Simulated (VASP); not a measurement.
Runs of VASP 6.6.1 on NbTe. The structure is that of space group P-6m2 (No. 187), or close to it. The cells are those of the table. 

| cell | gap on the mesh (eV) | pressure (GPa) |
| --- | --- | --- |
| a = 3.752, b = 3.752, c = 3.743 Å, angles 90.0, 90.0, 120.0°, 2 atoms | none | -5.0 |
| a = 3.601, b = 3.601, c = 3.593 Å, angles 90.0, 90.0, 120.0°, 2 atoms | none | 11.2 |
| a = 3.799, b = 3.799, c = 3.790 Å, angles 90.0, 90.0, 120.0°, 2 atoms | none | (b) |
| a = 3.549, b = 3.549, c = 3.540 Å, angles 90.0, 90.0, 120.0°, 2 atoms | none | (a) |
| a = 3.846, b = 3.846, c = 3.836 Å, angles 90.0, 90.0, 120.0°, 2 atoms | none | -11.0 |

Alike in all rows: task single point; level PBE; potentials or basis VASP PAW PBE potentials, release 64 (Nb_sv, Te); no spin polarisation; k mesh 9 × 9 × 8; cutoff (eV) 520; smearing gaussian 0.1 eV.

Fill in the values left out.

(a) 19.6; (b) -8.4.

Caveats: spin-orbit coupling is left out, which moves the levels of the heavy elements; the cell stands under tension (at least some runs); the cell stands under pressure (at least some runs).

A k mesh can miss the band edges, and the runs leave out spin-orbit coupling on Nb, Te.

A gap of «none» marks levels without a gap at the run's occupations.
